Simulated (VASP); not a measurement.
# SiC (Moissanite 3C) (I-4m2) in VASP: notebook

The runs below take SiC (Moissanite 3C) through single point, with PBE.

Program: VASP 6.6.1. These are calculated values, not measurements. Logs are shortened: lines on timing, memory, paths and dates and some standing lists are left out, and cuts for length are marked.

## Step 1: The cell of the first run

Symmetry: I-4m2, No. 119, tetragonal system. Conventional cell: a = 2.989 Å, b = 2.989 Å, c = 4.632 Å, α = 90.00°, β = 90.00°, γ = 90.00°. Si (site symmetry -4m2) has 4 C at 1.89 Å within 2.5 Å. Within 2.5 Å of C (site symmetry -4m2) lie 4 Si at 1.89 Å.

## Step 2: Single point, PBE

Input file INCAR:

```
SYSTEM = SiC
PREC = Accurate
ENCUT = 520
EDIFF = 1E-7
ISMEAR = -1
SIGMA = 0.02
LREAL = .FALSE.
LASPH = .TRUE.
NELM = 100
ALGO = Normal
ISIF = 2
LWAVE = .FALSE.
LCHARG = .FALSE.
GGA = PE
NBANDS = 11
```

Input file KPOINTS:

```
Automatic mesh
0
G
  8 8 8
  0 0 0
```

Input file POSCAR:

```
SiC
1.0
    0.0000000000      2.1136300000      2.3158677862
    2.1136300000      0.0000000000      2.3158677862
    2.1136300000      2.1136300000      0.0000000000
Si C
1 1
Direct
    0.0000000000      0.0000000000      0.0000000000
    0.2500000000      0.2500000000      0.2500000000
```

Potentials or basis: VASP PAW PBE potentials, release 64 (Si, C).

Run with:

```
$ cat potpaw_PBE.64/Si/POTCAR potpaw_PBE.64/C/POTCAR > POTCAR
$ mpirun -np 1 vasp_std > vasp.out
```

OUTCAR:

```text
SYSTEM = SiC
   PREC = Accurate
   ENCUT = 520
   EDIFF = 1E-7
   ISMEAR = -1
   LREAL = .FALSE.
   LASPH = .TRUE.
   NELM = 100
   ISIF = 2
   GGA = PE

 ion  position               nearest neighbor table
   1  0.000  0.000  0.000-   2 1.89   2 1.89   2 1.89   2 1.89
   2  0.250  0.250  0.250-   1 1.89   1 1.89   1 1.89   1 1.89

  LATTYP: Found a body centered tetragonal cell.
 ALAT       =     2.9891242118
 C/A-ratio  =     1.5495293083

  Lattice vectors:

 A1 = (  -2.1136300000,   0.0000000000,   2.3158677862)
 A2 = (   2.1136300000,   0.0000000000,   2.3158677862)
 A3 = (   0.0000000000,   2.1136300000,  -2.3158677862)

Analysis of symmetry for initial positions (statically):
=====================================================================
 Subroutine PRICEL returns:
 Original cell was already a primitive cell.

 Routine SETGRP: Setting up the symmetry group for a
 body centered tetragonal supercell.

 Subroutine GETGRP returns: Found  8 space group operations
 (whereof  8 operations were pure point group operations)
 out of a pool of 16 trial point group operations.

The static configuration has the point symmetry D_2d.

Analysis of symmetry for dynamics (positions and initial velocities):
=====================================================================
 Subroutine PRICEL returns:
 Original cell was already a primitive cell.

 Routine SETGRP: Setting up the symmetry group for a
 body centered tetragonal supercell.

 Subroutine GETGRP returns: Found  8 space group operations
 (whereof  8 operations were pure point group operations)
 out of a pool of 16 trial point group operations.

The dynamic configuration has the point symmetry D_2d.

 Subroutine INISYM returns: Found  8 space group operations
 (whereof  8 operations are pure point group operations),
 and found     1 'primitive' translations

----------------------------------------------------------------------------------------

                                     Primitive cell

  volume of cell :      20.6920

  direct lattice vectors                    reciprocal lattice vectors
     0.000000000  2.113630000  2.315867786    -0.236559852  0.236559852  0.215901790
     2.113630000  0.000000000  2.315867786     0.236559852 -0.236559852  0.215901790
     2.113630000  2.113630000  0.000000000     0.236559852  0.236559852 -0.215901790

  length of vectors
     3.135390786  3.135390786  2.989124212     0.398164175  0.398164175  0.398164175

[... 86 lines left out ...]
   ISIF   =      2    stress and relaxation
   ISYM   =      2    0-nonsym 1-usesym 2-fastsym
   POTIM  = 0.5000    time-step for ionic-motion
   TEBEG  =    0.0;   TEEND  =   0.0 temperature during run
   PSTRESS=    0.0 pullay stress
   NELECT =       8.0000    total number of electrons
   NUPDOWN=      -1.0000    fix difference up-down
   EMIN   =  10.00;   EMAX   =-10.00  energy-range for DOS
   EFERMI =   0.00;   METHOD = LEGACY
   ISMEAR =    -1;   SIGMA  =   0.02  broadening in eV -4-tet -1-fermi 0-gaus
   EFERMI_NEDOS =   21; number of points for ismear=-14 and -15
   IALGO  =     38    algorithm
   IMIX   =      4    mixing-type and parameters
     AMIX     =   0.40;   BMIX     =  1.00
     AMIX_MAG =   1.60;   BMIX_MAG =  1.00
  volume/ion in A,a.u.               =      10.35        69.82
  Fermi-wavevector in a.u.,A,eV,Ry     =   1.192626  2.253736 19.352338  1.422357
  Thomas-Fermi vector in A             =   2.328660
   LORBIT       =      0    0 simple, 1 ext, 2 COOP (PROOUT), +10 PAW based schemes
   GGA     = PE    functional components
   LHFCALC =     F    Hartree Fock is set to
   AEXX    =    0.0000 exact exchange contribution
   IVDW    =     0    specifies the selected vdW correction
   LEPSILON=     F    determine dielectric tensor
   LRPA    =     F    only Hartree local field effects (RPA)
 non-spin polarized calculation
  energy-cutoff  :      520.00
  volume of cell :       20.69
 maximum number of plane-waves:       576
   NGX = 11   NGY = 11   NGZ = 11

 number of electron       8.0000001 magnetization

 Free energy of the ion-electron system (eV)
  ---------------------------------------------------
  ext. energy  EPLUGINS =         0.00000000
  ---------------------------------------------------
  free energy    TOTEN  =       -14.95193971 eV

  energy without entropy =      -14.95193971  energy(sigma->0) =      -14.95193971

 E-fermi :   8.7705     XC(G=0): -11.3654

 val. band max:        8.3821729986   @ k =   0.0000   0.0000   0.0000
 cond. band min:       9.2524150500   @ k =   0.5000   0.0000   0.5000
 fundamental gap:      0.8702420514
 Fermi energy:         8.7704699091

 k-point     1 :       0.0000    0.0000    0.0000
  band No.  band energies     occupation
      1      -7.2830      2.00000
      2       7.6604      2.00000
      3       8.3822      2.00000
      4       8.3822      2.00000
      5      14.2661      0.00000
      6      15.3896      0.00000
      7      15.3896      0.00000
      8      15.5787      0.00000
      9      21.0099      0.00000
     10      23.3007      0.00000
     11      24.0495      0.00000
[... 309 lines left out ...]
 k-point    24 :       0.3750    0.0000    0.1250
  band No.  band energies     occupation
      1      -4.8900      2.00000
      2       2.0697      2.00000
      3       6.1489      2.00000
      4       7.0069      2.00000
      5      13.1884      0.00000
      6      15.5181      0.00000
      7      17.0697      0.00000
      8      17.5319      0.00000
      9      21.3379      0.00000
     10      23.9773      0.00000
     11      25.8052      0.00000

 [... further k-points ...]

------------------------ aborting loop because EDIFF is reached ----------------------------------------

  FORCE on cell =-STRESS in cart. coord.  units (eV):
  Direction    XX          YY          ZZ          XY          YZ          ZX
  --------------------------------------------------------------------------------------
  -------------------------------------------------------------------------------------
  Total        1.5611099      1.5611099     -2.0836497      0.0000000     -0.0000000      0.0000000
  in kB      120.8766390    120.8766390   -161.3368624      0.0000000     -0.0000000      0.0000000
  external PRESSURE =      26.8054719 kB  Pullay stress =       0.0000000 kB

 VOLUME and BASIS-vectors are now :
 -----------------------------------------------------------------------------
  energy-cutoff  :      520.00
  volume of cell :       20.69
      direct lattice vectors                 reciprocal lattice vectors
     0.000000000  2.113630000  2.315867786    -0.236559852  0.236559852  0.215901790
     2.113630000  0.000000000  2.315867786     0.236559852 -0.236559852  0.215901790
     2.113630000  2.113630000  0.000000000     0.236559852  0.236559852 -0.215901790

 POSITION                                       TOTAL-FORCE (eV/Angst)
 -----------------------------------------------------------------------------------
      0.00000      0.00000      0.00000         0.000000      0.000000      0.000000
      1.05682      1.05682      1.15793        -0.000000     -0.000000     -0.000000
 -----------------------------------------------------------------------------------
    total drift:                               -0.000000     -0.000000      0.000000

  FREE ENERGIE OF THE ION-ELECTRON SYSTEM (eV)
  ---------------------------------------------------
  free  energy   TOTEN  =       -14.9519397075 eV

  energy  without entropy=      -14.9519397075  energy(sigma->0) =      -14.95193971
```

Wall time 12 s (1 thread of Intel Xeon 6975P-C, shared host); peak memory 0.14 GiB.

Results:

| Item | Value |
| --- | --- |
| Free energy | -14.9519 eV |
| Pressure | 2.7 GPa |
| Band gap on the k mesh | 0.87 eV, indirect (least direct gap 4.46 eV) |

A k mesh can miss the band edges. Expect the measured gap to be larger: semilocal functionals such as PBE lack the derivative discontinuity.

## Step 3: Single point, PBE

This run uses another cell than the first one, of the same volume but with other edges.

Input file INCAR:

```
ALGO = Normal ; EDIFF = 1E-6
ENCUT = 520 ; GGA = PE
ISIF = 2 ; ISMEAR = -1
LASPH = T ; LCHARG = F
LREAL = F ; LWAVE = F
NBANDS = 11 ; NELM = 100
PREC = Accurate ; SIGMA = 0.02
```

Input file KPOINTS:

```
k-points
0
Gamma
  8 8 8
```

Input file POSCAR:

```
SiC
1.0
    0.0000000000      2.2225800000      2.0943867743
    2.2225800000      0.0000000000      2.0943867743
    2.2225800000      2.2225800000      0.0000000000
Si C
1 1
Direct
    0.0000000000      0.0000000000      0.0000000000
    0.2500000000      0.2500000000      0.2500000000
```

Potentials or basis: VASP PAW PBE potentials, release 64 (Si, C).

Run with:

```
$ cat potpaw_PBE.64/Si/POTCAR potpaw_PBE.64/C/POTCAR > POTCAR
$ mpirun -np 1 vasp_std > vasp.out
```

Wall time 12 s (1 thread of Intel Xeon 6975P-C, shared host); peak memory 0.14 GiB.

The run converged. Its results:

- Free energy: -15.0208 eV
- Pressure: 2.9 GPa
- Band gap on the k mesh: 0.77 eV, indirect (least direct gap 4.47 eV)

Stress tensor (GPa, compression positive):
```
-1.54  0.00  0.00
 0.00 -1.54  0.00
 0.00  0.00 11.90
```

Levels at points of the mesh, in eV from the valence-band top:
```csv
k point,band 1,band 2,band 3,band 4,band 5,band 6,band 7,band 8
"(0.00, 0.00, 0.00)",-15.66,-0.37,-0.37,0.00,5.96,6.95,7.12,7.12
"(0.50, 0.00, 0.00)",-12.08,-8.78,-1.64,-0.97,4.93,6.54,7.68,9.86
"(0.50, 0.50, 0.00)",-10.33,-7.55,-3.85,-3.85,0.77,3.38,13.60,13.60
"(0.50, 0.00, 0.50)",-10.79,-8.29,-3.25,-3.16,1.31,4.42,12.93,14.11
```

A k mesh can miss the band edges.

## Step 4: Single point, PBE

This run uses another cell than the first one, of the same volume but with other edges.

Input file INCAR:

```
ALGO = Normal
EDIFF = 1E-6
ENCUT = 520
GGA = PE
ISIF = 2
ISMEAR = -1
LASPH = T
LCHARG = T
LELF = T
LREAL = F
LVHAR = T
LWAVE = F
NBANDS = 11
NELM = 100
PREC = Accurate
SIGMA = 0.02
```

KPOINTS is that of step 3.

Input file POSCAR:

```
SiC
1.0
    0.0000000000      2.2443700000      2.0539164860
    2.2443700000      0.0000000000      2.0539164860
    2.2443700000      2.2443700000      0.0000000000
Si C
1 1
Direct
    0.0000000000      0.0000000000      0.0000000000
    0.2500000000      0.2500000000      0.2500000000
```

Run with:

```
$ cat potpaw_PBE.64/Si/POTCAR potpaw_PBE.64/C/POTCAR > POTCAR
$ mpirun -np 1 vasp_std > vasp.out
```

It used 7.8 s of CPU time on 1 thread of Intel Xeon 6975P-C, with other jobs on the host.

Results (log left out):

```yaml
Free_energy: -14.9800 eV
Pressure: 2.6 GPa
Band_gap_on_the_k_mesh: 0.51 eV, indirect (least direct gap 4.45 eV)
```

Stress tensor (GPa, compression positive):
```
-3.69  0.00  0.00
 0.00 -3.69  0.00
 0.00  0.00 15.14
```

Levels at points of the mesh, in eV from the valence-band top:
| k point | band 1 | band 2 | band 3 | band 4 | band 5 | band 6 | band 7 | band 8 | band 9 |
| --- | --- | --- | --- | --- | --- | --- | --- | --- | --- |
| (0.00, 0.00, 0.00) | -15.77 | -0.52 | -0.52 | 0.00 | 5.83 | 6.79 | 7.06 | 7.06 | 12.82 |
| (0.50, 0.00, 0.00) | -12.18 | -8.89 | -1.91 | -0.94 | 4.60 | 6.22 | 8.01 | 9.82 | 15.13 |
| (0.50, 0.50, 0.00) | -10.29 | -7.41 | -4.16 | -4.16 | 0.51 | 2.93 | 13.39 | 13.39 | 15.25 |
| (0.50, 0.00, 0.50) | -10.97 | -8.52 | -3.26 | -3.14 | 1.31 | 4.49 | 12.39 | 13.72 | 14.95 |

A k mesh can miss the band edges. As with any semilocal functional, this PBE gap is likely too small.

## Step 5: The runs side by side

```csv
cell,gap on the mesh (eV),pressure (GPa)
"a = 3.135, b = 3.135, c = 2.989 Å, angles 61.5, 61.5, 56.9°, 2 atoms",0.87,2.7
"a = 3.054, b = 3.054, c = 3.143 Å, angles 59.0, 59.0, 61.9°, 2 atoms",0.77,2.9
"a = 3.042, b = 3.042, c = 3.174 Å, angles 58.6, 58.6, 62.9°, 2 atoms",0.51,2.6
```

Alike in all rows: task single point; level PBE; potentials or basis VASP PAW PBE potentials, release 64 (Si, C); no spin polarisation; k mesh 8 × 8 × 8; cutoff (eV) 520; smearing fermi-dirac 0.02 eV.

Absolute energies hang on the potentials; compare differences alone.
